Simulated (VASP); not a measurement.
Input of a VASP 6.6.1 run:

Contents of INCAR:

```
SYSTEM = Ca
PREC = Accurate
ENCUT = 600
EDIFF = 1E-7
ISMEAR = 0
SIGMA = 0.1
LREAL = .FALSE.
LASPH = .TRUE.
NELM = 100
ALGO = Normal
ISIF = 3
LWAVE = .FALSE.
LCHARG = .FALSE.
GGA = PS
IBRION = 2
NSW = 100
EDIFFG = -0.005
```

The input KPOINTS:

```
regular mesh
0
G
  14 14 14
  0 0 0
```

POSCAR

```
Ca
1.0
   -2.2400000000      2.2400000000      2.2400000000
    2.2400000000     -2.2400000000      2.2400000000
    2.2400000000      2.2400000000     -2.2400000000
Ca
1
Direct
    0.0000000000      0.0000000000      0.0000000000
```

Potentials or basis: VASP PAW PBE potentials, release 64 (Ca_sv).

Run with:

```sh
$ cat potpaw_PBE.64/Ca_sv/POTCAR > POTCAR
$ mpirun -np 1 vasp_std > vasp.out
```

(1) Predict the space group after relaxing (to 0.05 Å).

(2) What does it give for the relaxed cell?

(3) Predict the band gap on the k mesh.

(4) What does it give for the relaxed volume?

## Answers

(1) Im-3m (No. 229).

(2) a = 3.746 Å, b = 3.746 Å, c = 3.746 Å, α = 109.47°, β = 109.47°, γ = 109.47°.

(3) zero (band 5 reaches 2.35 eV, above the bottom of band 6 at 2.09 eV).

(4) 40.45 Å³/atom.

Caveat: the PAW data sets were made with another functional, which shifts forces and pressure a little; the volume moved by -10 % from the deposited cell, more than functionals usually miss.
